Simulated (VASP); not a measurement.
# Bi (P6_3/mmc) in VASP: notebook

Bi is run at these levels: PBEsol; tasks: single point.

Everything below comes from runs of VASP 6.6.1. Logs are shortened: lines on timing, memory, paths and dates and some standing lists are left out, and cuts for length are marked.

## 1. The cell of the first run

The structure is hexagonal, space group P6_3/mmc (No. 194). Conventional cell: a = 4.466 Å, b = 4.466 Å, c = 12.220 Å, α = 90.00°, β = 90.00°, γ = 120.00°. Within 5.9 Å of Bi (site symmetry -6m2) lie 6 Bi at 4.47 Å.

## 2. Single point, PBEsol

Input file INCAR:

```
ALGO = Normal
EDIFF = 1E-6
ENCUT = 500
GGA = PS
GGA_COMPAT = False
ISIF = 2
ISMEAR = 0
LASPH = True
LCHARG = False
LREAL = False
LWAVE = False
NBANDS = 22
NELM = 120
PREC = Accurate
SIGMA = 0.15
```

Input file KPOINTS:

```
k-points
0
Gamma
  12 12 6
```

Input file POSCAR:

```
Bi
1.0
    4.4657778132      0.0000000000      0.0000000000
   -2.2328889066      3.8674770339      0.0000000000
    0.0000000000      0.0000000000     12.2200851240
Bi
2
Direct
    0.3333333333      0.6666666667      0.2500000000
    0.6666666667      0.3333333333      0.7500000000
```

Potentials or basis: VASP PAW PBE potentials, release 64 (Bi_d).

Run with:

```console
$ cat potpaw_PBE.64/Bi_d/POTCAR > POTCAR
$ mpirun -np 1 vasp_std > vasp.out
```

OUTCAR:

```text
EDIFF = 1E-6
   ENCUT = 500
   GGA = PS
   ISIF = 2
   ISMEAR = 0
   LASPH = True
   LREAL = False
   NELM = 120
   PREC = Accurate

 ion  position               nearest neighbor table
   1  0.333  0.667  0.250-
   2  0.667  0.333  0.750-

  LATTYP: Found a hexagonal cell.
 ALAT       =     4.4657778132
 C/A-ratio  =     2.7363844856

  Lattice vectors:

 A1 = (   4.4657778132,   0.0000000000,   0.0000000000)
 A2 = (  -2.2328889066,   3.8674770339,   0.0000000000)
 A3 = (   0.0000000000,   0.0000000000,  12.2200851240)

Analysis of symmetry for initial positions (statically):
=====================================================================
 Subroutine PRICEL returns:
 Original cell was already a primitive cell.

 Routine SETGRP: Setting up the symmetry group for a
 hexagonal supercell.

 Subroutine GETGRP returns: Found 24 space group operations
 (whereof 12 operations were pure point group operations)
 out of a pool of 24 trial point group operations.

The static configuration has the point symmetry D_3d.
 The point group associated with its full space group is D_6h.

Analysis of symmetry for dynamics (positions and initial velocities):
=====================================================================
 Subroutine PRICEL returns:
 Original cell was already a primitive cell.

 Routine SETGRP: Setting up the symmetry group for a
 hexagonal supercell.

 Subroutine GETGRP returns: Found 24 space group operations
 (whereof 12 operations were pure point group operations)
 out of a pool of 24 trial point group operations.

The dynamic configuration has the point symmetry D_3d.
 The point group associated with its full space group is D_6h.

 Subroutine INISYM returns: Found 24 space group operations
 (whereof 12 operations are pure point group operations),
 and found     1 'primitive' translations

----------------------------------------------------------------------------------------

                                     Primitive cell

  volume of cell :     211.0567

  direct lattice vectors                    reciprocal lattice vectors
     4.465777813  0.000000000  0.000000000     0.223925157  0.129283250  0.000000000
    -2.232888907  3.867477034  0.000000000     0.000000000  0.258566500  0.000000000
     0.000000000  0.000000000 12.220085124     0.000000000  0.000000000  0.081832491

  length of vectors
[... 74 lines left out ...]
   ISTART =      0    job   : 0-new  1-cont  2-samecut
   ICHARG =      2    charge: 1-file 2-atom 10-const
   ISPIN  =      1    spin polarized calculation?
   LNONCOLLINEAR =      F non collinear calculations
   LSORBIT =      F    spin-orbit coupling
   LASPH  =      T    aspherical Exc in radial PAW
   ENCUT  =  500.0 eV  36.75 Ry    6.06 a.u.   8.14  8.14 22.28*2*pi/ulx,y,z
   NELM   =    120;   NELMIN=  2; NELMDL= -5     # of ELM steps
   EDIFF  = 0.1E-05   stopping-criterion for ELM
   LREAL  =      F    real-space projection
   EDIFFG = 0.1E-04   stopping-criterion for IOM
   NSW    =      0    number of steps for IOM
   IBRION =     -1    ionic relax: 0-MD 1-quasi-New 2-CG
   NFREE  =      0    steps in history (QN), initial steepest desc. (CG)
   ISIF   =      2    stress and relaxation
   ISYM   =      2    0-nonsym 1-usesym 2-fastsym
   POTIM  = 0.5000    time-step for ionic-motion
   TEBEG  =    0.0;   TEEND  =   0.0 temperature during run
   PSTRESS=    0.0 pullay stress
   NELECT =      30.0000    total number of electrons
   NUPDOWN=      -1.0000    fix difference up-down
   EMIN   =  10.00;   EMAX   =-10.00  energy-range for DOS
   EFERMI =   0.00;   METHOD = LEGACY
   ISMEAR =     0;   SIGMA  =   0.15  broadening in eV -4-tet -1-fermi 0-gaus
   EFERMI_NEDOS =   21; number of points for ismear=-14 and -15
   IALGO  =     38    algorithm
   IMIX   =      4    mixing-type and parameters
     AMIX     =   0.40;   BMIX     =  1.00
     AMIX_MAG =   1.60;   BMIX_MAG =  1.00
  volume/ion in A,a.u.               =     105.53       712.14
  Fermi-wavevector in a.u.,A,eV,Ry     =   0.854376  1.614536  9.931679  0.729958
  Thomas-Fermi vector in A             =   1.970962
   LORBIT       =      0    0 simple, 1 ext, 2 COOP (PROOUT), +10 PAW based schemes
   GGA     = PS    functional components
   LHFCALC =     F    Hartree Fock is set to
   AEXX    =    0.0000 exact exchange contribution
   IVDW    =     0    specifies the selected vdW correction
   LEPSILON=     F    determine dielectric tensor
   LRPA    =     F    only Hartree local field effects (RPA)
 non-spin polarized calculation
 Gauss-broadening in eV      SIGMA  =   0.15
  energy-cutoff  :      500.00
  volume of cell :      211.06
 maximum number of plane-waves:      5380
 NGX is ok and might be reduce to    36

 number of electron      30.0000003 magnetization

 Free energy of the ion-electron system (eV)
  ---------------------------------------------------
  ext. energy  EPLUGINS =         0.00000000
  ---------------------------------------------------
  free energy    TOTEN  =        -3.61459505 eV

  energy without entropy =       -3.52853184  energy(sigma->0) =       -3.57156345

 E-fermi :  -1.1304     XC(G=0):  -5.3734

 val. band max:       -1.1390082191   @ k =   0.4167  -0.0000   0.0000
 cond. band min:      -1.1269657451   @ k =   0.4167  -0.0000   0.1667
 fundamental gap:      0.0120424740
 Fermi energy:        -1.1304055730

 k-point     1 :       0.0000    0.0000    0.0000
  band No.  band energies     occupation
      1     -23.9204      2.00000
      2     -23.9204      2.00000
      3     -23.9204      2.00000
      4     -23.9204      2.00000
      5     -23.9058      2.00000
      6     -23.9058      2.00000
[... 589 lines left out ...]
     21       4.4167      0.00000
     22       4.7639      0.00000

 [... further k-points ...]
[... 5 lines left out ...]
  --------------------------------------------------------------------------------------
  -------------------------------------------------------------------------------------
  Total       -6.8683533     -6.8683533     -0.3528454      0.0000000     -0.0000000      0.0000000
  in kB      -52.1391713    -52.1391713     -2.6785269      0.0000000     -0.0000000      0.0000000
  external PRESSURE =     -35.6522899 kB  Pullay stress =       0.0000000 kB

 VOLUME and BASIS-vectors are now :
 -----------------------------------------------------------------------------
  energy-cutoff  :      500.00
  volume of cell :      211.06
      direct lattice vectors                 reciprocal lattice vectors
     4.465777813  0.000000000  0.000000000     0.223925157  0.129283250  0.000000000
    -2.232888907  3.867477034  0.000000000     0.000000000  0.258566500  0.000000000
     0.000000000  0.000000000 12.220085124     0.000000000  0.000000000  0.081832491

 POSITION                                       TOTAL-FORCE (eV/Angst)
 -----------------------------------------------------------------------------------
     -0.00000      2.57832      3.05502         0.000000     -0.000000      0.000000
      2.23289      1.28916      9.16506        -0.000000      0.000000      0.000000
 -----------------------------------------------------------------------------------
    total drift:                                0.000000     -0.000000      0.000000

  FREE ENERGIE OF THE ION-ELECTRON SYSTEM (eV)
  ---------------------------------------------------
  free  energy   TOTEN  =        -3.6145950527 eV

  energy  without entropy=       -3.5285318402  energy(sigma->0) =       -3.57156345
```

OSZICAR:

```text
N       E                     dE             d eps       ncg     rms          rms(c)
DAV:   1     0.258750799642E+03    0.25875E+03   -0.14124E+04  3688   0.114E+03
DAV:   2     0.163219422099E+02   -0.24243E+03   -0.23812E+03  3704   0.313E+02
DAV:   3    -0.296242906972E+01   -0.19284E+02   -0.19109E+02  3992   0.115E+02
DAV:   4    -0.360664649503E+01   -0.64422E+00   -0.64356E+00  4350   0.234E+01
DAV:   5    -0.362609205505E+01   -0.19446E-01   -0.19445E-01  4674   0.385E+00    0.760E-01
DAV:   6    -0.361302774426E+01    0.13064E-01   -0.36626E-02  3976   0.149E+00    0.487E-01
DAV:   7    -0.361350449333E+01   -0.47675E-03   -0.36721E-02  3806   0.125E+00    0.133E-01
DAV:   8    -0.361432601110E+01   -0.82152E-03   -0.24610E-03  3650   0.619E-01    0.442E-02
DAV:   9    -0.361453076262E+01   -0.20475E-03   -0.19323E-04  3696   0.984E-02    0.179E-02
DAV:  10    -0.361458651581E+01   -0.55753E-04   -0.52581E-05  3866   0.412E-02    0.324E-03
DAV:  11    -0.361459324071E+01   -0.67249E-05   -0.53412E-06  3210   0.174E-02    0.193E-03
DAV:  12    -0.361459485125E+01   -0.16105E-05   -0.30807E-06  2940   0.110E-02    0.528E-04
DAV:  13    -0.361459505269E+01   -0.20144E-06   -0.20511E-07  2650   0.372E-03
   1 F= -.36145951E+01 E0= -.35715634E+01  d E =-.860632E-01
```

Wall time 8.2 min (1 thread of Intel Xeon 8259CL, shared host); peak memory 0.5 GiB.

Results:

* Free energy: -3.6146 eV
* Pressure: -3.6 GPa
* Band gap on the k mesh: zero (band 15 reaches 0.40 eV, above the bottom of band 16 at -1.95 eV)

Caveat: the PAW data sets were made with another functional, which shifts forces and pressure a little; spin-orbit coupling is left out, which moves the levels of the heavy elements.

## 3. Single point, PBEsol

This run uses another cell than the first one, of the same volume but with other edges.

Input file INCAR:

```
SYSTEM = Bi
ALGO     = Normal         ! electronic algorithm
EDIFF    = 1E-6           ! SCF threshold, eV
ENCUT    = 500            ! plane-wave cutoff, eV
GGA      = PS             ! functional
GGA_COMPAT= .False.      
ISIF     = 2              ! what is computed and relaxed
ISMEAR   = 0              ! smearing method
LASPH    = .True.         ! aspherical terms in the spheres
LCHARG   = .False.        ! write CHGCAR
LREAL    = .False.        ! projectors in reciprocal space
LWAVE    = .False.        ! write WAVECAR
NBANDS   = 22             ! bands
NELM     = 120            ! most SCF steps
PREC     = Accurate       ! precision mode
SIGMA    = 0.15           ! smearing width, eV
```

Input file KPOINTS:

```
k-points
0
Gamma
  12 12 6
  0 0 0
```

Input file POSCAR:

```
Bi
1.0
    4.8894898519      0.0000000000      0.0000000000
   -2.4447449260      4.2344224232      0.0000000000
    0.0000000000      0.0000000000     10.1939231794
Bi
2
Direct
    0.3333333333      0.6666666667      0.2500000000
    0.6666666667      0.3333333333      0.7500000000
```

Potentials or basis: VASP PAW PBE potentials, release 64 (Bi_d).

Run with:

```console
$ cat potpaw_PBE.64/Bi_d/POTCAR > POTCAR
$ mpirun -np 1 vasp_std > vasp.out
```

OUTCAR:

```text
SYSTEM = Bi
   EDIFF = 1E-6
   ENCUT = 500
   GGA = PS
   ISIF = 2
   ISMEAR = 0
   LASPH = .True.
   LREAL = .False.
   NELM = 120
   PREC = Accurate

 ion  position               nearest neighbor table
   1  0.333  0.667  0.250-
   2  0.667  0.333  0.750-

  LATTYP: Found a hexagonal cell.
 ALAT       =     4.8894898519
 C/A-ratio  =     2.0848643699

  Lattice vectors:

 A1 = (   4.8894898519,   0.0000000000,   0.0000000000)
 A2 = (  -2.4447449260,   4.2344224232,   0.0000000000)
 A3 = (   0.0000000000,   0.0000000000,  10.1939231794)

Analysis of symmetry for initial positions (statically):
=====================================================================
 Subroutine PRICEL returns:
 Original cell was already a primitive cell.

 Routine SETGRP: Setting up the symmetry group for a
 hexagonal supercell.

 Subroutine GETGRP returns: Found 24 space group operations
 (whereof 12 operations were pure point group operations)
 out of a pool of 24 trial point group operations.

The static configuration has the point symmetry D_3d.
 The point group associated with its full space group is D_6h.

Analysis of symmetry for dynamics (positions and initial velocities):
=====================================================================
 Subroutine PRICEL returns:
 Original cell was already a primitive cell.

 Routine SETGRP: Setting up the symmetry group for a
 hexagonal supercell.

 Subroutine GETGRP returns: Found 24 space group operations
 (whereof 12 operations were pure point group operations)
 out of a pool of 24 trial point group operations.

The dynamic configuration has the point symmetry D_3d.
 The point group associated with its full space group is D_6h.

 Subroutine INISYM returns: Found 24 space group operations
[... 103 lines left out ...]
   ISIF   =      2    stress and relaxation
   ISYM   =      2    0-nonsym 1-usesym 2-fastsym
   POTIM  = 0.5000    time-step for ionic-motion
   TEBEG  =    0.0;   TEEND  =   0.0 temperature during run
   PSTRESS=    0.0 pullay stress
   NELECT =      30.0000    total number of electrons
   NUPDOWN=      -1.0000    fix difference up-down
   EMIN   =  10.00;   EMAX   =-10.00  energy-range for DOS
   EFERMI =   0.00;   METHOD = LEGACY
   ISMEAR =     0;   SIGMA  =   0.15  broadening in eV -4-tet -1-fermi 0-gaus
   EFERMI_NEDOS =   21; number of points for ismear=-14 and -15
   IALGO  =     38    algorithm
   IMIX   =      4    mixing-type and parameters
     AMIX     =   0.40;   BMIX     =  1.00
     AMIX_MAG =   1.60;   BMIX_MAG =  1.00
  volume/ion in A,a.u.               =     105.53       712.14
  Fermi-wavevector in a.u.,A,eV,Ry     =   0.854376  1.614536  9.931679  0.729958
  Thomas-Fermi vector in A             =   1.970962
   LORBIT       =      0    0 simple, 1 ext, 2 COOP (PROOUT), +10 PAW based schemes
   GGA     = PS    functional components
   LHFCALC =     F    Hartree Fock is set to
   AEXX    =    0.0000 exact exchange contribution
   IVDW    =     0    specifies the selected vdW correction
   LEPSILON=     F    determine dielectric tensor
   LRPA    =     F    only Hartree local field effects (RPA)
 non-spin polarized calculation
 Gauss-broadening in eV      SIGMA  =   0.15
  energy-cutoff  :      500.00
  volume of cell :      211.06
 maximum number of plane-waves:      5397
 NGX is ok and might be reduce to    36

 number of electron      30.0000008 magnetization

 Free energy of the ion-electron system (eV)
  ---------------------------------------------------
  ext. energy  EPLUGINS =         0.00000000
  ---------------------------------------------------
  free energy    TOTEN  =        -2.69181267 eV

  energy without entropy =       -2.59580357  energy(sigma->0) =       -2.64380812

 E-fermi :  -1.1507     XC(G=0):  -5.6077

 val. band max:       -1.1524678222   @ k =   0.2500   0.2500   0.1667
 cond. band min:      -1.1469260308   @ k =   0.3333   0.1667   0.5000
 fundamental gap:      0.0055417914
 Fermi energy:        -1.1507273773

 k-point     1 :       0.0000    0.0000    0.0000
  band No.  band energies     occupation
      1     -23.9818      2.00000
      2     -23.9818      2.00000
      3     -23.9818      2.00000
      4     -23.9818      2.00000
      5     -23.9731      2.00000
      6     -23.9731      2.00000
[... 589 lines left out ...]
     21       4.1939      0.00000
     22       4.7304      0.00000

 [... further k-points ...]
[... 5 lines left out ...]
  --------------------------------------------------------------------------------------
  -------------------------------------------------------------------------------------
  Total       -5.3959820     -5.3959820     -2.1056212      0.0000000     -0.0000000     -0.0000000
  in kB      -40.9620787    -40.9620787    -15.9842311      0.0000000     -0.0000000     -0.0000000
  external PRESSURE =     -32.6361295 kB  Pullay stress =       0.0000000 kB

 VOLUME and BASIS-vectors are now :
 -----------------------------------------------------------------------------
  energy-cutoff  :      500.00
  volume of cell :      211.06
      direct lattice vectors                 reciprocal lattice vectors
     4.889489852  0.000000000  0.000000000     0.204520314  0.118079858  0.000000000
    -2.444744926  4.234422423  0.000000000     0.000000000  0.236159717  0.000000000
     0.000000000  0.000000000 10.193923179     0.000000000  0.000000000  0.098097659

 POSITION                                       TOTAL-FORCE (eV/Angst)
 -----------------------------------------------------------------------------------
     -0.00000      2.82295      2.54848        -0.000000      0.000000      0.000000
      2.44474      1.41147      7.64544         0.000000     -0.000000      0.000000
 -----------------------------------------------------------------------------------
    total drift:                               -0.000000      0.000000      0.000000

  FREE ENERGIE OF THE ION-ELECTRON SYSTEM (eV)
  ---------------------------------------------------
  free  energy   TOTEN  =        -2.6918126651 eV

  energy  without entropy=       -2.5958035692  energy(sigma->0) =       -2.64380812
```

OSZICAR:

```text
N       E                     dE             d eps       ncg     rms          rms(c)
DAV:   1     0.261126694432E+03    0.26113E+03   -0.14084E+04  3592   0.114E+03
DAV:   2     0.174652352394E+02   -0.24366E+03   -0.23963E+03  3626   0.315E+02
DAV:   3    -0.203179308253E+01   -0.19497E+02   -0.19239E+02  3986   0.116E+02
DAV:   4    -0.268371527212E+01   -0.65192E+00   -0.64944E+00  4214   0.236E+01
DAV:   5    -0.270220580904E+01   -0.18491E-01   -0.18490E-01  4644   0.384E+00    0.727E-01
DAV:   6    -0.268819279669E+01    0.14013E-01   -0.38097E-02  3944   0.142E+00    0.462E-01
DAV:   7    -0.268953669519E+01   -0.13439E-02   -0.45252E-02  3782   0.124E+00    0.123E-01
DAV:   8    -0.269123974093E+01   -0.17030E-02   -0.30476E-03  3476   0.642E-01    0.543E-02
DAV:   9    -0.269166728527E+01   -0.42754E-03   -0.33741E-04  3756   0.109E-01    0.202E-02
DAV:  10    -0.269179619292E+01   -0.12891E-03   -0.13038E-04  3916   0.576E-02    0.578E-03
DAV:  11    -0.269181150758E+01   -0.15315E-04   -0.19312E-05  3884   0.322E-02    0.380E-03
DAV:  12    -0.269181261620E+01   -0.11086E-05   -0.54338E-06  2952   0.165E-02    0.139E-03
DAV:  13    -0.269181266514E+01   -0.48944E-07   -0.17163E-07  2794   0.275E-03
   1 F= -.26918127E+01 E0= -.26438081E+01  d E =-.960091E-01
```

Run time: 6.7 min. Hardware: 1 thread of Intel Xeon 8259CL, shared host; peak memory 0.48 GiB.

What came out:

* Free energy: -2.6918 eV
* Pressure: -3.3 GPa
* Band gap on the k mesh: zero (band 15 reaches -0.26 eV, above the bottom of band 16 at -1.71 eV)

Caveat: the PAW data sets were made with another functional, which shifts forces and pressure a little; spin-orbit coupling is left out, which moves the levels of the heavy elements.

(Continued in part 2 of 2.)
